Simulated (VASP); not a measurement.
# WS2 (scanv) (P6_3/mmc) in VASP: further runs

WS2 (scanv) is run at these levels: r2SCAN+rVV10; tasks: single point.

Program: VASP 6.6.1. These are calculated values, not measurements. Logs are shortened: lines on timing, memory, paths and dates and some standing lists are left out, and cuts for length are marked.

**1. The cell of the first run**

It takes space group P6_3/mmc (No. 194, hexagonal). The conventional cell has a = 3.184 Å, b = 3.184 Å, c = 12.978 Å, α = 90.00°, β = 90.00°, γ = 120.00°. W (site symmetry -6m2) has 6 S at 2.41 Å and 6 W at 3.18 Å within 3.2 Å. S (site symmetry 3m) has 3 W at 2.41 Å and 7 S at 3.12 to 3.18 Å within 3.2 Å.

**2. Single point, r2SCAN+rVV10**

Contents of POSCAR:

```
WS2
1.0
    3.1842228900      0.0000000000      0.0000000000
   -1.5921114500      2.7576179200      0.0000000000
    0.0000000000      0.0000000000     12.9782823600
W S
2 4
Direct
    0.3333333300      0.6666666700      0.2500000000
    0.6666666700      0.3333333300      0.7500000000
    0.3333333300      0.6666666700      0.6298049400
    0.6666666700      0.3333333300      0.1298049400
    0.3333333300      0.6666666700      0.8701950600
    0.6666666700      0.3333333300      0.3701950600
```

Contents of INCAR.step1:

```
SYSTEM = WS2
PREC = Accurate
ENCUT = 520
ISMEAR = 0
SIGMA = 0.1
LREAL = .False.
LASPH = .True.
NELM = 100
NBANDS = 35
GGA = PE
ALGO = Normal
EDIFF = 1E-4
LWAVE = .True.
LCHARG = .False.
```

Contents of INCAR.step2:

```
SYSTEM = WS2
PREC = Accurate
ENCUT = 520
EDIFF = 1E-6
ISMEAR = 0
SIGMA = 0.1
LREAL = .False.
LASPH = .True.
NELM = 100
ALGO = Normal
ISIF = 2
LWAVE = .False.
LCHARG = .False.
METAGGA = R2SCAN
LMIXTAU = .True.
LUSE_VDW = .True.
IVDW_NL = 2
BPARAM = 11.95
CPARAM = 0.0093
NBANDS = 35
ISTART = 1
```

Contents of KPOINTS:

```
Automatic mesh
0
Gamma
  6 6 2
  0 0 0
```

Potentials or basis: VASP PAW PBE potentials, release 64 (W_sv, S).

Started as:

```console
$ cat potpaw_PBE.64/W_sv/POTCAR potpaw_PBE.64/S/POTCAR > POTCAR
$ cp INCAR.step1 INCAR
$ mpirun -np 1 vasp_std > vasp.out
$ cp INCAR.step2 INCAR
$ mpirun -np 1 vasp_std > vasp.out
```

OUTCAR:

```text
SYSTEM = WS2
   PREC = Accurate
   ENCUT = 520
   EDIFF = 1E-6
   ISMEAR = 0
   LREAL = .False.
   LASPH = .True.
   NELM = 100
   ISIF = 2
   METAGGA = R2SCAN
   IVDW_NL = 2
   BPARAM = 11.95
   ISTART = 1

 ion  position               nearest neighbor table
   1  0.333  0.667  0.250-   4 2.41   6 2.41   4 2.41   6 2.41   4 2.41   6 2.41
   2  0.667  0.333  0.750-   3 2.41   5 2.41   3 2.41   5 2.41   3 2.41   5 2.41
   3  0.333  0.667  0.630-   2 2.41   2 2.41   2 2.41
   4  0.667  0.333  0.130-   1 2.41   1 2.41   1 2.41
   5  0.333  0.667  0.870-   2 2.41   2 2.41   2 2.41
   6  0.667  0.333  0.370-   1 2.41   1 2.41   1 2.41

  LATTYP: Found a hexagonal cell.
 ALAT       =     3.1842228900
 C/A-ratio  =     4.0758083866

  Lattice vectors:

 A1 = (   3.1842228900,   0.0000000000,   0.0000000000)
 A2 = (  -1.5921114500,   2.7576179200,   0.0000000000)
 A3 = (   0.0000000000,   0.0000000000,  12.9782823600)

Analysis of symmetry for initial positions (statically):
=====================================================================
 Subroutine PRICEL returns:
 Original cell was already a primitive cell.

 Routine SETGRP: Setting up the symmetry group for a
 hexagonal supercell.

 Subroutine GETGRP returns: Found 24 space group operations
 (whereof 12 operations were pure point group operations)
 out of a pool of 24 trial point group operations.

The static configuration has the point symmetry D_3d.
 The point group associated with its full space group is D_6h.

Analysis of symmetry for dynamics (positions and initial velocities):
=====================================================================
 Subroutine PRICEL returns:
 Original cell was already a primitive cell.

 Routine SETGRP: Setting up the symmetry group for a
 hexagonal supercell.

 Subroutine GETGRP returns: Found 24 space group operations
 (whereof 12 operations were pure point group operations)
 out of a pool of 24 trial point group operations.

The dynamic configuration has the point symmetry D_3d.
 The point group associated with its full space group is D_6h.

 Subroutine INISYM returns: Found 24 space group operations
 (whereof 12 operations are pure point group operations),
 and found     1 'primitive' translations

----------------------------------------------------------------------------------------

                                     Primitive cell

  volume of cell :     113.9606

  direct lattice vectors                    reciprocal lattice vectors
     3.184222890  0.000000000  0.000000000     0.314048367  0.181315910  0.000000000
    -1.592111450  2.757617920  0.000000000     0.000000000  0.362631818  0.000000000
     0.000000000  0.000000000 12.978282360     0.000000000  0.000000000  0.077051799

  length of vectors
     3.184222890  3.184222898 12.978282360     0.362631819  0.362631818  0.077051799

  position of ions in fractional coordinates (direct lattice)
     0.333333330  0.666666670  0.250000000
     0.666666670  0.333333330  0.750000000
     0.333333330  0.666666670  0.629804940
     0.666666670  0.333333330  0.129804940
     0.333333330  0.666666670  0.870195060
     0.666666670  0.333333330  0.370195060

  ion indices of the primitive-cell ions
   primitive index   ion index
                 1           1
                 2           2
                 3           3
                 4           4
                 5           5
                 6           6

----------------------------------------------------------------------------------------

 KPOINTS: Automatic mesh

Automatic generation of k-mesh.
 Grid dimensions read from file:
 generate k-points for:    6    6    2

 Generating k-lattice:

  Cartesian coordinates                     Fractional coordinates (reciprocal lattice)
     0.052341395  0.030219318  0.000000000     0.166666667  0.000000000  0.000000000
     0.000000000  0.060438636  0.000000000     0.000000000  0.166666667  0.000000000
     0.000000000  0.000000000  0.038525899     0.000000000  0.000000000  0.500000000

  Length of vectors
     0.060438636  0.060438636  0.038525899

  Shift w.r.t. Gamma in fractional coordinates (k-lattice)
     0.000000000  0.000000000  0.000000000

 Subroutine IBZKPT returns following result:
 ===========================================

 Found     14 irreducible k-points:

 Following reciprocal coordinates:
            Coordinates               Weight
  0.000000  0.000000  0.000000      1.000000
  0.166667  0.000000  0.000000      6.000000
  0.333333  0.000000  0.000000      6.000000
  0.500000  0.000000  0.000000      3.000000
  0.166667  0.166667  0.000000      6.000000
  0.333333  0.166667  0.000000     12.000000
  0.333333  0.333333  0.000000      2.000000
  0.000000  0.000000  0.500000      1.000000
  0.166667  0.000000  0.500000      6.000000
  0.333333  0.000000  0.500000      6.000000
  0.500000  0.000000  0.500000      3.000000
  0.166667  0.166667  0.500000      6.000000
  0.333333  0.166667  0.500000     12.000000
  0.333333  0.333333  0.500000      2.000000
   k-points           NKPTS =     14   k-points in BZ     NKDIM =     14   number of bands    NBANDS=     35
   number of dos      NEDOS =    301   number of ions     NIONS =      6
   total plane-waves  NPLWV =  56448
   dimension x,y,z NGX =    24 NGY =   24 NGZ =   98
   dimension x,y,z NGXF=    48 NGYF=   48 NGZF=  196
   ions per type =               2   4
   NGX,Y,Z   is equivalent  to a cutoff of  12.53, 12.53, 12.55 a.u.
   NGXF,Y,Z  is equivalent  to a cutoff of  25.06, 25.06, 25.11 a.u.
 SYSTEM =  WS2
   PREC   = accura    normal or accurate (medium, high low for compatibility)
   ISTART =      1    job   : 0-new  1-cont  2-samecut
   ICHARG =      0    charge: 1-file 2-atom 10-const
   ISPIN  =      1    spin polarized calculation?
   LNONCOLLINEAR =      F non collinear calculations
   LSORBIT =      F    spin-orbit coupling
   LASPH  =      T    aspherical Exc in radial PAW
   ENCUT  =  520.0 eV  38.22 Ry    6.18 a.u.   5.92  5.92 24.13*2*pi/ulx,y,z
   NELM   =    100;   NELMIN=  2; NELMDL=  0     # of ELM steps
   EDIFF  = 0.1E-05   stopping-criterion for ELM
   LREAL  =      F    real-space projection
   EDIFFG = 0.1E-04   stopping-criterion for IOM
   NSW    =      0    number of steps for IOM
   IBRION =     -1    ionic relax: 0-MD 1-quasi-New 2-CG
   NFREE  =      0    steps in history (QN), initial steepest desc. (CG)
   ISIF   =      2    stress and relaxation
   ISYM   =      2    0-nonsym 1-usesym 2-fastsym
   POTIM  = 0.5000    time-step for ionic-motion
   TEBEG  =    0.0;   TEEND  =   0.0 temperature during run
   PSTRESS=    0.0 pullay stress
   NELECT =      52.0000    total number of electrons
   NUPDOWN=      -1.0000    fix difference up-down
   EMIN   =  10.00;   EMAX   =-10.00  energy-range for DOS
   EFERMI =   0.00;   METHOD = LEGACY
   ISMEAR =     0;   SIGMA  =   0.10  broadening in eV -4-tet -1-fermi 0-gaus
   EFERMI_NEDOS =   21; number of points for ismear=-14 and -15
   IALGO  =     38    algorithm
   IMIX   =      4    mixing-type and parameters
     AMIX     =   0.40;   BMIX     =  1.00
     AMIX_MAG =   1.60;   BMIX_MAG =  1.00
  volume/ion in A,a.u.               =      18.99       128.17
  Fermi-wavevector in a.u.,A,eV,Ry     =   1.260350  2.381715 21.612597  1.588481
  Thomas-Fermi vector in A             =   2.393864
   LORBIT       =      0    0 simple, 1 ext, 2 COOP (PROOUT), +10 PAW based schemes
   METAGGA = R2SCAN    functional components
   LHFCALC =     F    Hartree Fock is set to
   AEXX    =    0.0000 exact exchange contribution
   IVDW_NL    =     2    kernel type
   BPARAM     =11.9500
   IVDW    =     0    specifies the selected vdW correction
   LEPSILON=     F    determine dielectric tensor
   LRPA    =     F    only Hartree local field effects (RPA)
 non-spin polarized calculation
 Gauss-broadening in eV      SIGMA  =   0.10
  energy-cutoff  :      520.00
  volume of cell :      113.96
 maximum number of plane-waves:      3088
 NGX is ok and might be reduce to    24
   NGX = 11   NGY = 11   NGZ = 49

 number of electron      51.9999999 magnetization

 Free energy of the ion-electron system (eV)
  ---------------------------------------------------
  ext. energy  EPLUGINS =         0.00000000
  ---------------------------------------------------
  free energy    TOTEN  =      -139.16331175 eV

  energy without entropy =     -139.16331175  energy(sigma->0) =     -139.16331175

 E-fermi :   7.0349     XC(G=0): -11.2403

 val. band max:        6.3839269247   @ k =   0.0000   0.0000   0.0000
 cond. band min:       7.7058681388   @ k =   0.1667   0.1667   0.0000
 fundamental gap:      1.3219412141
 Fermi energy:         7.0348738826

 k-point     1 :       0.0000    0.0000    0.0000
  band No.  band energies     occupation
      1     -70.1235      2.00000
      2     -70.1235      2.00000
      3     -33.7132      2.00000
      4     -33.7132      2.00000
      5     -33.5569      2.00000
      6     -33.5569      2.00000
[... 27 lines left out ...]
     34       9.1085      0.00000
     35      11.5452      0.00000

 k-point     2 :       0.1667    0.0000    0.0000
  band No.  band energies     occupation
      1     -70.1188      2.00000
      2     -70.1188      2.00000
      3     -33.6965      2.00000
      4     -33.6965      2.00000
      5     -33.6472      2.00000
      6     -33.6472      2.00000
[... 27 lines left out ...]
     34       9.6707      0.00000
     35      13.1373      0.00000

 k-point     3 :       0.3333    0.0000    0.0000
  band No.  band energies     occupation
      1     -70.1093      2.00000
      2     -70.1093      2.00000
      3     -33.8240      2.00000
      4     -33.8239      2.00000
      5     -33.6630      2.00000
      6     -33.6630      2.00000
[... 27 lines left out ...]
     34      10.6578      0.00000
     35      12.7137      0.00000
[... 343 lines left out ...]
 k-point    13 :       0.3333    0.1667    0.5000
  band No.  band energies     occupation
      1     -70.1046      2.00000
      2     -70.1046      2.00000
      3     -33.8663      2.00000
      4     -33.8663      2.00000
      5     -33.6861      2.00000
      6     -33.6861      2.00000
[... 27 lines left out ...]
     34      10.9925      0.00000
     35      12.5940      0.00000

 k-point    14 :       0.3333    0.3333    0.5000
  band No.  band energies     occupation
      1     -70.1022      2.00000
      2     -70.1022      2.00000
      3     -33.8215      2.00000
      4     -33.8215      2.00000
      5     -33.7861      2.00000
      6     -33.7861      2.00000
[... 27 lines left out ...]
     34      11.5924      0.00000
     35      13.1635      0.00000

------------------------ aborting loop because EDIFF is reached ----------------------------------------

  FORCE on cell =-STRESS in cart. coord.  units (eV):
  Direction    XX          YY          ZZ          XY          YZ          ZX
  --------------------------------------------------------------------------------------
  -------------------------------------------------------------------------------------
  Total       -0.7879870     -0.7879870     -0.6128416      0.0000000      0.0000000      0.0000000
  in kB      -11.0783447    -11.0783448     -8.6159675      0.0000000      0.0000000      0.0000000
  external PRESSURE =     -10.2575523 kB  Pullay stress =       0.0000000 kB

 VOLUME and BASIS-vectors are now :
 -----------------------------------------------------------------------------
  energy-cutoff  :      520.00
  volume of cell :      113.96
      direct lattice vectors                 reciprocal lattice vectors
     3.184222890  0.000000000  0.000000000     0.314048367  0.181315910  0.000000000
    -1.592111450  2.757617920  0.000000000     0.000000000  0.362631818  0.000000000
     0.000000000  0.000000000 12.978282360     0.000000000  0.000000000  0.077051799

 POSITION                                       TOTAL-FORCE (eV/Angst)
 -----------------------------------------------------------------------------------
     -0.00000      1.83841      3.24457        -0.000000      0.000000      0.000000
      1.59211      0.91921      9.73371         0.000000     -0.000000      0.000000
     -0.00000      1.83841      8.17379        -0.000000      0.000000     -0.060513
      1.59211      0.91921      1.68465         0.000000     -0.000000     -0.060513
     -0.00000      1.83841     11.29364        -0.000000      0.000000      0.060513
      1.59211      0.91921      4.80450         0.000000      0.000000      0.060513
 -----------------------------------------------------------------------------------
    total drift:                               -0.000010      0.000006     -0.000000

  FREE ENERGIE OF THE ION-ELECTRON SYSTEM (eV)
  ---------------------------------------------------
  free  energy   TOTEN  =      -139.1633117517 eV

  energy  without entropy=     -139.1633117517  energy(sigma->0) =     -139.16331175
```

Wall time 3.5 min (1 thread of Intel Xeon Platinum 8488C (Sapphire Rapids), shared host); peak memory 0.46 GiB.

What came out:

```
Free energy            : -139.1633 eV
Pressure               : -1.0 GPa
Largest force          : 0.061 eV/Å
Band gap on the k mesh : 1.32 eV, indirect (least direct gap 1.87 eV)
```

Forces on the atoms (eV/Å):
```
W    0.000  0.000  0.000
W    0.000  0.000  0.000
S    0.000  0.000 -0.061
S    0.000  0.000 -0.061
S    0.000  0.000  0.061
S    0.000  0.000  0.061
```

Levels at points of the mesh, in eV from the valence-band top:
| k point | band 23 | band 24 | band 25 | band 26 | band 27 | band 28 | band 29 | band 30 |
| --- | --- | --- | --- | --- | --- | --- | --- | --- |
| (0.00, 0.00, 0.00) | -2.31 | -1.87 | -0.96 | 0.00 | 2.52 | 2.52 | 2.52 | 2.52 |
| (0.50, 0.00, 0.00) | -2.03 | -1.93 | -1.60 | -1.49 | 2.44 | 2.46 | 2.81 | 2.98 |
| (0.00, 0.00, 0.50) | -2.33 | -2.33 | -0.31 | -0.31 | 2.52 | 2.52 | 2.52 | 2.52 |
| (0.50, 0.00, 0.50) | -1.98 | -1.98 | -1.54 | -1.54 | 2.45 | 2.45 | 2.91 | 2.91 |

Caveat: the PAW data sets were made with another functional, which shifts forces and pressure a little; spin-orbit coupling is left out, which moves the levels of the heavy elements. r2SCAN opens gaps a little over a GGA but as a rule still falls short of measured ones.

**3. Single point, r2SCAN+rVV10**

This run uses another cell than the first one, of 18.13 Å³/atom, 0.954 times its volume.

Contents of POSCAR:

```
WS2
1.0
    3.1703282121      0.0000000029      0.0000000000
   -1.5851641085      2.7455847686      0.0000000000
    0.0000000000      0.0000000000     12.4960817218
W S
2 4
Direct
    0.3333333333      0.6666666667      0.2500000000
    0.6666666667      0.3333333333      0.7500000000
    0.3333333333      0.6666666667      0.6249241619
    0.6666666667      0.3333333333      0.1249241619
    0.3333333333      0.6666666667      0.8750758381
    0.6666666667      0.3333333333      0.3750758381
```

Changes to INCAR.step1 since step 2:

```diff
@@ -4,6 +4,6 @@
 ISMEAR = 0
-SIGMA = 0.1
+SIGMA = 0.02
 LREAL = .False.
 LASPH = .True.
-NELM = 100
+NELM = 60
 NBANDS = 35
```

Contents of INCAR.step2:

```
SYSTEM = WS2
PREC = Accurate
ENCUT = 520
EDIFF = 1E-6
ISMEAR = 0
SIGMA = 0.02
LREAL = .False.
LASPH = .True.
NELM = 60
ALGO = Normal
ISIF = 2
LWAVE = .False.
LCHARG = .True.
METAGGA = R2SCAN
LMIXTAU = .True.
LUSE_VDW = .True.
IVDW_NL = 2
BPARAM = 11.95
CPARAM = 0.0093
LELF = .True.
LVHAR = .True.
NBANDS = 35
ISTART = 1
```

Contents of KPOINTS:

```
Automatic mesh
0
Gamma
  12 12 2
  0 0 0
```

Potentials or basis: VASP PAW PBE potentials, release 64 (W_sv, S).

Started as:

```console
$ cat potpaw_PBE.64/W_sv/POTCAR potpaw_PBE.64/S/POTCAR > POTCAR
$ cp INCAR.step1 INCAR
$ mpirun -np 1 vasp_std > vasp.out
$ cp INCAR.step2 INCAR
$ mpirun -np 1 vasp_std > vasp.out
```

Wall time 5.2 min (1 thread of Intel Xeon Platinum 8488C (Sapphire Rapids), shared host); peak memory 0.5 GiB.

It converged, with:

* Free energy: -139.1905 eV
* Pressure: 0.3 GPa
* Largest force: 0.035 eV/Å
* Band gap on the k mesh: 1.15 eV, indirect (least direct gap 1.90 eV)

Forces on the atoms (eV/Å):
```
W    0.000  0.000  0.000
W    0.000  0.000  0.000
S    0.000  0.000 -0.035
S    0.000  0.000 -0.035
S    0.000  0.000  0.035
S    0.000  0.000  0.035
```

Stress tensor (GPa, compression positive):
```
0.40 0.00 0.00
0.00 0.40 0.00
0.00 0.00 0.24
```

Levels at points of the mesh, in eV from the valence-band top:
```tsv
k point	band 22	band 23	band 24	band 25	band 26	band 27	band 28	band 29	band 30	band 31
(0.00, 0.00, 0.00)	-2.38	-2.38	-1.72	-1.16	0.00	2.44	2.44	2.45	2.45	2.51
(0.50, 0.00, 0.00)	-2.90	-2.14	-1.98	-1.76	-1.59	2.39	2.43	2.72	2.96	3.43
(0.00, 0.00, 0.50)	-2.40	-2.40	-2.40	-0.33	-0.33	2.44	2.44	2.44	2.44	2.60
(0.50, 0.00, 0.50)	-3.00	-2.06	-2.06	-1.67	-1.67	2.40	2.40	2.86	2.86	3.73
```

Caveat: the PAW data sets were made with another functional, which shifts forces and pressure a little; spin-orbit coupling is left out, which moves the levels of the heavy elements.
